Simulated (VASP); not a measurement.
## ZnSe: single point with LDA

The system is ZnSe.

```
Zn Se
1.0
     0.00000    2.78377    2.78377
     2.78377    0.00000    2.78377
     2.78377    2.78377    0.00000
Zn Se
1 1
Direct
  0.00000 0.00000 0.00000
  0.75000 0.75000 0.75000
```

- Program: VASP 6.6.1
- Task: single point
- Functional: LDA
- Potentials or basis: VASP PAW LDA potentials, release 64 (Zn, Se)
- Cutoff: 520 eV
- k mesh: 8 × 8 × 8
- Occupations: gaussian, width 0.01 eV
- Spin: no spin polarisation
- Dipole correction: no
- Further INCAR settings: ALGO = Normal; EDIFF = 1e-07; NBANDS = 16

The pressure is 0.4 GPa. The band gap on the k mesh is 1.29 eV, direct.

Levels at points of the mesh, in eV from the valence-band top:
```tsv
k point	band 6	band 7	band 8	band 9	band 10	band 11	band 12	band 13
(0.00, 0.00, 0.00)	-6.48	0.00	0.00	0.00	1.29	5.68	5.68	5.68
(0.50, 0.00, 0.00)	-6.30	-5.64	-0.96	-0.96	2.47	6.27	6.27	8.49
(0.50, 0.50, 0.00)	-6.28	-5.07	-2.40	-2.40	2.69	3.31	10.93	11.46
```

Run time: 29 s on 1 thread of AMD EPYC 7R13, with other jobs on the host, peak memory 0.13 GiB.
